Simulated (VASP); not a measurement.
# VO2 (P4_2/mnm) in VASP: notebook

Runs on VO2. Level: PBEsol. Tasks: single point.

Program: VASP 6.6.1. These are calculated values, not measurements. Logs are shortened: lines on timing, memory, paths and dates and some standing lists are left out, and cuts for length are marked.

## Step 1: The cell of the first run

The structure is tetragonal, space group P4_2/mnm (No. 136). Conventional cell: a = 4.446 Å, b = 4.446 Å, c = 3.003 Å, α = 90.00°, β = 90.00°, γ = 90.00°. Within 2.5 Å of V (site symmetry mmm) lie 6 O at 1.88 to 1.96 Å. O (site symmetry m2m) has 3 V at 1.88 to 1.96 Å and 1 O at 2.52 Å within 2.6 Å.

## Step 2: Single point, PBEsol, collinear spin, ferromagnetic start

INCAR

```
PREC = Accurate
ENCUT = 600
EDIFF = 1E-6
ISMEAR = -1
SIGMA = 0.05
LREAL = F
LASPH = T
NELM = 200
ALGO = Normal
ISIF = 2
LWAVE = F
LCHARG = T
ISPIN = 2
MAGMOM = 2 2 0 0 0 0
LORBIT = 11
LMAXMIX = 4
GGA = PS
LELF = T
LVHAR = T
NBANDS = 38
GGA_COMPAT = F
```

KPOINTS

```
Automatic mesh
0
Gamma
  6 6 9
```

POSCAR

```
VO2
1.0
    4.4462864423      0.0000000000      0.0000000000
    0.0000000000      4.4462864423      0.0000000000
    0.0000000000      0.0000000000      3.0033037399
V O
2 4
Direct
    0.5000000000      0.5000000000      0.5000000000
    0.0000000000      0.0000000000      0.0000000000
    0.2003580000      0.7996420000      0.5000000000
    0.7996420000      0.2003580000      0.5000000000
    0.7003580000      0.7003580000      0.0000000000
    0.2996420000      0.2996420000      0.0000000000
```

Potentials or basis: VASP PAW PBE potentials, release 64 (V_sv, O).

Run with:

```
> cat potpaw_PBE.64/V_sv/POTCAR potpaw_PBE.64/O/POTCAR > POTCAR
> mpirun -np 1 vasp_std > vasp.out
```

OUTCAR:

```text
PREC = Accurate
   ENCUT = 600
   EDIFF = 1E-6
   ISMEAR = -1
   LREAL = F
   LASPH = T
   NELM = 200
   ISIF = 2
   ISPIN = 2
   LORBIT = 11
   GGA = PS

 ion  position               nearest neighbor table
   1  0.500  0.500  0.500-   3 1.88   4 1.88   5 1.96   6 1.96   5 1.96   6 1.96
   2  0.000  0.000  0.000-   5 1.88   6 1.88   3 1.96   4 1.96   3 1.96   4 1.96
   3  0.200  0.800  0.500-   1 1.88   2 1.96   2 1.96
   4  0.800  0.200  0.500-   1 1.88   2 1.96   2 1.96
   5  0.700  0.700  0.000-   2 1.88   1 1.96   1 1.96
   6  0.300  0.300  0.000-   2 1.88   1 1.96   1 1.96

  LATTYP: Found a simple tetragonal cell.
 ALAT       =     4.4462864423
 C/A-ratio  =     0.6754633960

  Lattice vectors:

 A1 = (   4.4462864423,   0.0000000000,   0.0000000000)
 A2 = (   0.0000000000,   4.4462864423,   0.0000000000)
 A3 = (   0.0000000000,   0.0000000000,   3.0033037399)

Analysis of symmetry for initial positions (statically):
=====================================================================
 Subroutine PRICEL returns:
 Original cell was already a primitive cell.

 Routine SETGRP: Setting up the symmetry group for a
 simple tetragonal supercell.

 Subroutine GETGRP returns: Found 16 space group operations
 (whereof  8 operations were pure point group operations)
 out of a pool of 16 trial point group operations.

The static configuration has the point symmetry D_2h.
 The point group associated with its full space group is D_4h.

Analysis of symmetry for dynamics (positions and initial velocities):
=====================================================================
 Subroutine PRICEL returns:
 Original cell was already a primitive cell.

 Routine SETGRP: Setting up the symmetry group for a
 simple tetragonal supercell.

 Subroutine GETGRP returns: Found 16 space group operations
 (whereof  8 operations were pure point group operations)
 out of a pool of 16 trial point group operations.

The dynamic configuration has the point symmetry D_2h.
 The point group associated with its full space group is D_4h.

Analysis of structural, dynamic, and magnetic symmetry:
=====================================================================
 Subroutine PRICEL returns:
 Original cell was already a primitive cell.

 Routine SETGRP: Setting up the symmetry group for a
 simple tetragonal supercell.

 Subroutine GETGRP returns: Found 16 space group operations
 (whereof  8 operations were pure point group operations)
 out of a pool of 16 trial point group operations.

The overall configuration has the point symmetry D_2h.
 The point group associated with its full space group is D_4h.

 Subroutine INISYM returns: Found 16 space group operations
 (whereof  8 operations are pure point group operations),
 and found     1 'primitive' translations

----------------------------------------------------------------------------------------

                                     Primitive cell

  volume of cell :      59.3737

  direct lattice vectors                    reciprocal lattice vectors
     4.446286442  0.000000000  0.000000000     0.224906787  0.000000000  0.000000000
     0.000000000  4.446286442  0.000000000     0.000000000  0.224906787  0.000000000
     0.000000000  0.000000000  3.003303740     0.000000000  0.000000000  0.332966655

  length of vectors
     4.446286442  4.446286442  3.003303740     0.224906787  0.224906787  0.332966655

  position of ions in fractional coordinates (direct lattice)
     0.500000000  0.500000000  0.500000000
     0.000000000  0.000000000  0.000000000
     0.200358000  0.799642000  0.500000000
     0.799642000  0.200358000  0.500000000
     0.700358000  0.700358000  0.000000000
     0.299642000  0.299642000  0.000000000

  ion indices of the primitive-cell ions
   primitive index   ion index
                 1           1
                 2           2
                 3           3
                 4           4
                 5           5
                 6           6

----------------------------------------------------------------------------------------

[... 31 lines left out ...]
  0.333333  0.166667  0.000000      8.000000
[... 16 lines left out ...]
  0.333333  0.000000  0.222222      8.000000
  0.500000  0.000000  0.222222      4.000000
 [... further k-points ...]
   k-points           NKPTS =     50   k-points in BZ     NKDIM =     50   number of bands    NBANDS=     38
   number of dos      NEDOS =    301   number of ions     NIONS =      6
   total plane-waves  NPLWV =  31104
   dimension x,y,z NGX =    36 NGY =   36 NGZ =   24
   dimension x,y,z NGXF=    72 NGYF=   72 NGZF=   48
   ions per type =               2   4
   NGX,Y,Z   is equivalent  to a cutoff of  13.46, 13.46, 13.29 a.u.
   NGXF,Y,Z  is equivalent  to a cutoff of  26.92, 26.92, 26.57 a.u.
 SYSTEM =  unknown system
   PREC   = accura    normal or accurate (medium, high low for compatibility)
   ISTART =      0    job   : 0-new  1-cont  2-samecut
   ICHARG =      2    charge: 1-file 2-atom 10-const
   ISPIN  =      2    spin polarized calculation?
   LNONCOLLINEAR =      F non collinear calculations
   LSORBIT =      F    spin-orbit coupling
   LASPH  =      T    aspherical Exc in radial PAW
   ENCUT  =  600.0 eV  44.10 Ry    6.64 a.u.   8.88  8.88  6.00*2*pi/ulx,y,z
   NELM   =    200;   NELMIN=  2; NELMDL= -5     # of ELM steps
   EDIFF  = 0.1E-05   stopping-criterion for ELM
   LREAL  =      F    real-space projection
   EDIFFG = 0.1E-04   stopping-criterion for IOM
   NSW    =      0    number of steps for IOM
   IBRION =     -1    ionic relax: 0-MD 1-quasi-New 2-CG
   NFREE  =      0    steps in history (QN), initial steepest desc. (CG)
   ISIF   =      2    stress and relaxation
   ISYM   =      2    0-nonsym 1-usesym 2-fastsym
   POTIM  = 0.5000    time-step for ionic-motion
   TEBEG  =    0.0;   TEEND  =   0.0 temperature during run
   PSTRESS=    0.0 pullay stress
   NELECT =      50.0000    total number of electrons
   NUPDOWN=      -1.0000    fix difference up-down
   EMIN   =  10.00;   EMAX   =-10.00  energy-range for DOS
   EFERMI =   0.00;   METHOD = LEGACY
   ISMEAR =    -1;   SIGMA  =   0.05  broadening in eV -4-tet -1-fermi 0-gaus
   EFERMI_NEDOS =   21; number of points for ismear=-14 and -15
   IALGO  =     38    algorithm
   IMIX   =      4    mixing-type and parameters
     AMIX     =   0.40;   BMIX     =  1.00
     AMIX_MAG =   1.60;   BMIX_MAG =  1.00
  volume/ion in A,a.u.               =       9.90        66.78
  Fermi-wavevector in a.u.,A,eV,Ry     =   1.545967  2.921453 32.518100  2.390013
  Thomas-Fermi vector in A             =   2.651270
   LORBIT       =     11    0 simple, 1 ext, 2 COOP (PROOUT), +10 PAW based schemes
   GGA     = PS    functional components
   LHFCALC =     F    Hartree Fock is set to
   AEXX    =    0.0000 exact exchange contribution
   IVDW    =     0    specifies the selected vdW correction
   LEPSILON=     F    determine dielectric tensor
   LRPA    =     F    only Hartree local field effects (RPA)
 spin polarized calculation
  energy-cutoff  :      600.00
  volume of cell :       59.37
 maximum number of plane-waves:      2012
 NGX is ok and might be reduce to    36
   NGX = 17   NGY = 17   NGZ = 11

 number of electron      50.0000011 magnetization       1.9998777

 Free energy of the ion-electron system (eV)
  ---------------------------------------------------
  ext. energy  EPLUGINS =         0.00000000
  ---------------------------------------------------
  free energy    TOTEN  =       -54.37761058 eV

  energy without entropy =      -54.33918586  energy(sigma->0) =      -54.35839822

 E-fermi :   6.0984     XC(G=0): -12.0548

 val. band max:        6.0904025654   @ k =   0.0000   0.0000   0.4444
 cond. band min:       6.1073264546   @ k =   0.5000   0.5000   0.3333
 fundamental gap:      0.0169238891
 Fermi energy:         6.0983783506

 spin component 1

 k-point     1 :       0.0000    0.0000    0.0000
  band No.  band energies     occupation
      1     -59.6787      1.00000
      2     -59.6677      1.00000
      3     -33.6395      1.00000
      4     -33.6395      1.00000
      5     -33.5765      1.00000
      6     -33.5508      1.00000
[... 949 lines left out ...]
     36      16.0638      0.00000
     37      19.1015      0.00000

 [... further k-points ...]

 spin component 2

 k-point     1 :       0.0000    0.0000    0.0000
  band No.  band energies     occupation
      1     -58.5786      1.00000
      2     -58.5669      1.00000
      3     -32.6032      1.00000
      4     -32.6032      1.00000
      5     -32.4827      1.00000
      6     -32.4549      1.00000
[... 949 lines left out ...]
     36      16.1898      0.00000
     37      19.4192      0.00000

 [... further k-points ...]

 [bands above 37 left out]

------------------------ aborting loop because EDIFF is reached ----------------------------------------

  FORCE on cell =-STRESS in cart. coord.  units (eV):
  Direction    XX          YY          ZZ          XY          YZ          ZX
  --------------------------------------------------------------------------------------
  -------------------------------------------------------------------------------------
  Total       -0.2661660     -0.2661660     -7.8394918      0.0000000      0.0000000      0.0000000
  in kB       -7.1823920     -7.1823920   -211.5457758      0.0000000      0.0000000      0.0000000
  external PRESSURE =     -75.3035200 kB  Pullay stress =       0.0000000 kB

 VOLUME and BASIS-vectors are now :
 -----------------------------------------------------------------------------
  energy-cutoff  :      600.00
  volume of cell :       59.37
      direct lattice vectors                 reciprocal lattice vectors
     4.446286442  0.000000000  0.000000000     0.224906787  0.000000000  0.000000000
     0.000000000  4.446286442  0.000000000     0.000000000  0.224906787  0.000000000
     0.000000000  0.000000000  3.003303740     0.000000000  0.000000000  0.332966655

 POSITION                                       TOTAL-FORCE (eV/Angst)
 -----------------------------------------------------------------------------------
      2.22314      2.22314      1.50165         0.000000      0.000000      0.000000
      0.00000      0.00000      0.00000         0.000000      0.000000      0.000000
      0.89085      3.55544      1.50165        -0.189723      0.189723      0.000000
      3.55544      0.89085      1.50165         0.189723     -0.189723      0.000000
      3.11399      3.11399      0.00000        -0.189723     -0.189723      0.000000
      1.33229      1.33229      0.00000         0.189723      0.189723      0.000000
 -----------------------------------------------------------------------------------
    total drift:                                0.000000      0.000000      0.000000

  FREE ENERGIE OF THE ION-ELECTRON SYSTEM (eV)
  ---------------------------------------------------
  free  energy   TOTEN  =       -54.3776105783 eV

  energy  without entropy=      -54.3391858633  energy(sigma->0) =      -54.35839822

 total charge

# of ion       s       p       d       tot
------------------------------------------
    1        2.284   6.332   2.893  11.509
    2        2.284   6.332   2.893  11.509
    3        1.563   3.457   0.000   5.020
    4        1.563   3.457   0.000   5.020
    5        1.563   3.457   0.000   5.020
    6        1.563   3.457   0.000   5.020
--------------------------------------------------
tot         10.822  26.491   5.786  43.099

 magnetization (x)

# of ion       s       p       d       tot
------------------------------------------
    1        0.015   0.012   1.030   1.057
    2        0.015   0.012   1.030   1.057
    3       -0.002  -0.056   0.000  -0.058
    4       -0.002  -0.056   0.000  -0.058
    5       -0.002  -0.056   0.000  -0.058
    6       -0.002  -0.056   0.000  -0.058
--------------------------------------------------
tot          0.022  -0.199   2.060   1.884
```

Wall time 6.6 min (1 thread of Intel Xeon Platinum 8259CL at 2.50GHz (Skylake/Cascade Lake), shared host); peak memory 0.32 GiB.

What came out:

* Free energy: -54.3776 eV
* Pressure: -7.5 GPa
* Largest force: 0.268 eV/Å
* Band gap on the k mesh: zero (filled and empty bands overlap)
* Net moment: 2.00 μB per cell
* Site moments: V +1.06; O -0.06 μB
* Valence electrons inside the program's atomic spheres: V 11.51; O 5.02

Forces on the atoms (eV/Å):
```
V    0.000  0.000  0.000
V    0.000  0.000  0.000
O   -0.190  0.190  0.000
O    0.190 -0.190  0.000
O   -0.190 -0.190  0.000
O    0.190  0.190  0.000
```

Caveat: the stress differs along the axes, from -21 to -1 GPa; the PAW data sets were made with another functional, which shifts forces and pressure a little; semilocal functionals often make such compounds metallic where correlation or magnetic order opens a gap, which also shifts bond lengths. With open d or f shells a metallic result of PBEsol can be an artefact of self-interaction; +U or a hybrid may open a gap.

## Step 3: Single point, PBEsol, collinear spin, ferromagnetic start

This run uses another cell than the first one, of 10.10 Å³/atom.

INCAR

```
  ALGO = Normal
  EDIFF = 1E-6
  ENCUT = 600
  GGA = PS
  GGA_COMPAT = F
  ISIF = 2
  ISMEAR = -1
  ISPIN = 2
  LASPH = T
  LCHARG = T
  LELF = T
  LMAXMIX = 4
  LORBIT = 11
  LREAL = F
  LVHAR = T
  LWAVE = F
  MAGMOM = 2 2 0 0 0 0
  NBANDS = 38
  NELM = 200
  PREC = Accurate
  SIGMA = 0.05
```

KPOINTS

```
k-points
0
Gamma
  6 6 9
```

POSCAR: that of step 2 with these lines changed.

```diff
@@ -2,5 +2,5 @@
 1.0
-    4.4462864423      0.0000000000      0.0000000000
-    0.0000000000      4.4462864423      0.0000000000
-    0.0000000000      0.0000000000      3.0033037399
+    4.4769514558      0.0000000000      0.0000000000
+    0.0000000000      4.4769514558      0.0000000000
+    0.0000000000      0.0000000000      3.0240168340
 V O
```

Potentials or basis: VASP PAW PBE potentials, release 64 (V_sv, O).

Run with:

```
> cat potpaw_PBE.64/V_sv/POTCAR potpaw_PBE.64/O/POTCAR > POTCAR
> mpirun -np 1 vasp_std > vasp.out
```

Wall time 8.6 min (1 thread of Oxide Virtual Turin-like, shared host); peak memory 0.29 GiB.

It converged, with:

* Free energy: -54.3063 eV
* Pressure: -12.0 GPa
* Largest force: 0.276 eV/Å
* Band gap on the k mesh: zero (filled and empty bands overlap)
* Net moment: 2.00 μB per cell
* Site moments: V +1.07; O -0.06 μB
* Valence electrons inside the program's atomic spheres: V 11.46; O 5.01

Forces on the atoms (eV/Å):
```
V    0.000  0.000  0.000
V    0.000  0.000  0.000
O   -0.195  0.195  0.000
O    0.195 -0.195  0.000
O   -0.195 -0.195  0.000
O    0.195  0.195  0.000
```

Stress tensor (GPa, compression positive):
```
 -5.35   0.00   0.00
  0.00  -5.35   0.00
  0.00   0.00 -25.15
```

Levels at points of the mesh, in eV from the Fermi level:
Spin up:
| k point | band 24 | band 25 | band 26 | band 27 | band 28 | band 29 |
| --- | --- | --- | --- | --- | --- | --- |
| (0.00, 0.00, 0.00) | -1.12 | -0.81 | -0.51 | -0.38 | -0.36 | -0.36 |
| (0.50, 0.00, 0.00) | -1.92 | -0.14 | -0.14 | 0.40 | 0.40 | 0.93 |
| (0.50, 0.50, 0.00) | -2.47 | -0.75 | -0.75 | -0.33 | -0.33 | 1.35 |
Spin down:
```csv
k point,band 21,band 22,band 23,band 24,band 25,band 26,band 27,band 28
"(0.00, 0.00, 0.00)",-2.14,-1.74,-1.74,-1.27,0.48,0.61,0.71,0.79
"(0.50, 0.00, 0.00)",-3.34,-3.34,-2.03,-2.03,1.06,1.06,1.46,1.46
"(0.50, 0.50, 0.00)",-2.94,-2.94,-2.52,-2.52,0.48,0.48,0.82,0.82
```

Caveat: the stress differs along the axes, from -25 to -5 GPa; the PAW data sets were made with another functional, which shifts forces and pressure a little; semilocal functionals often make such compounds metallic where correlation or magnetic order opens a gap, which also shifts bond lengths. With open d or f shells a metallic result of PBEsol can be an artefact of self-interaction; +U or a hybrid may open a gap.
